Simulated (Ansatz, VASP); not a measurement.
One calculation of Ta4N3, two programs

The input INCAR:

```
PREC = Accurate ; ENCUT = 520
EDIFF = 1E-6 ; ISMEAR = 0
SIGMA = 0.15 ; LREAL = False
LASPH = True ; NELM = 100
ALGO = Normal ; ISIF = 2
LWAVE = False ; LCHARG = False
GGA = PS ; NBANDS = 72
```

The input KPOINTS:

```
regular mesh
0
Gamma
  9 9 5
```

POSCAR

```
Ta4N3
1.0
   -4.3571443853      0.0000000000      0.0000000000
    0.0000000000     -4.3571443853      0.0000000000
    0.0000000000      0.0000000000      9.5453519637
Ta N
8 6
Direct
    0.5000000000      0.0000000000      0.5546888262
    0.0000000000      0.5000000000      0.1070703415
    0.0000000000      0.0000000000      0.7881252181
    0.5000000000      0.5000000000      0.3405067334
    0.5000000000      0.0000000000      0.1070703415
    0.0000000000      0.5000000000      0.5546888262
    0.5000000000      0.5000000000      0.7688709190
    1.0000000000      1.0000000000      0.3212524343
    0.5000000000      1.0000000000      0.3308795839
    0.0000000000      0.5000000000      0.7784980686
    0.0000000000      0.0000000000      0.5546888262
    0.5000000000      0.5000000000      0.1070703415
    1.0000000000      0.5000000000      0.3308795839
    0.5000000000      0.0000000000      0.7784980686
```

Input for Ansatz:

```yaml
crystal:
  lattice:
    - [-4.3571443853, 0.0, 0.0]
    - [0.0, -4.3571443853, 0.0]
    - [0.0, 0.0, 9.5453519637]
  atoms:
    - { symbol: Ta, position: [0.5, 0.0, 0.5546888262] }
    - { symbol: Ta, position: [0.0, 0.5, 0.1070703415] }
    - { symbol: Ta, position: [0.0, 0.0, 0.7881252181] }
    - { symbol: Ta, position: [0.5, 0.5, 0.3405067334] }
    - { symbol: Ta, position: [0.5, 0.0, 0.1070703415] }
    - { symbol: Ta, position: [0.0, 0.5, 0.5546888262] }
    - { symbol: Ta, position: [0.5, 0.5, 0.768870919] }
    - { symbol: Ta, position: [1.0, 1.0, 0.3212524343] }
    - { symbol: "N", position: [0.5, 1.0, 0.3308795839] }
    - { symbol: "N", position: [0.0, 0.5, 0.7784980686] }
    - { symbol: "N", position: [0.0, 0.0, 0.5546888262] }
    - { symbol: "N", position: [0.5, 0.5, 0.1070703415] }
    - { symbol: "N", position: [1.0, 0.5, 0.3308795839] }
    - { symbol: "N", position: [0.5, 0.0, 0.7784980686] }
basis:
  ecutwfc: 420
kpoints:
  mp_grid: { grid: [9, 9, 5] }
hamiltonian:
  xc: pbesol
scf:
  occupations: { method: gaussian, width: 0.15 }
output:
  forces: true
  stress: true
  eigenvalues: true
```

Alike in both runs: task single point; functional PBEsol; k mesh 9 × 9 × 5; occupations gaussian, width 0.15 eV; no spin polarisation.

|  | VASP | Ansatz |
| --- | --- | --- |
| version | VASP 6.6.1 | Ansatz 0.2.0 |
| potentials or method | VASP PAW PBE potentials, release 64 (Ta_pv, N), cutoff 520 eV | scalar-relativistic, plane waves, PAW |
| valence electrons in the cell | 118 | 134 |

```csv
,VASP,Ansatz,Ansatz less VASP
gap on the k mesh at the Fermi level (eV),none,none,-
pressure (GPa),-10.0,-10.6,-0.56
"traceless stress, the component that is largest in VASP (GPa)",0.99,1.07,+0.084
rms of the force components (eV/Å),0.444,0.439,-0.0047
```

VASP's potentials were made for PBE, not for PBEsol. Atom by atom the forces differ by 0.012 eV/Å (rms over components). A gap of «none» marks a metal or a gap that the smearing closes. VASP's potentials hold 118 valence electrons a cell and Ansatz's 134, so a difference there can come from the potentials and not from the codes.

Spin-orbit coupling is off throughout.
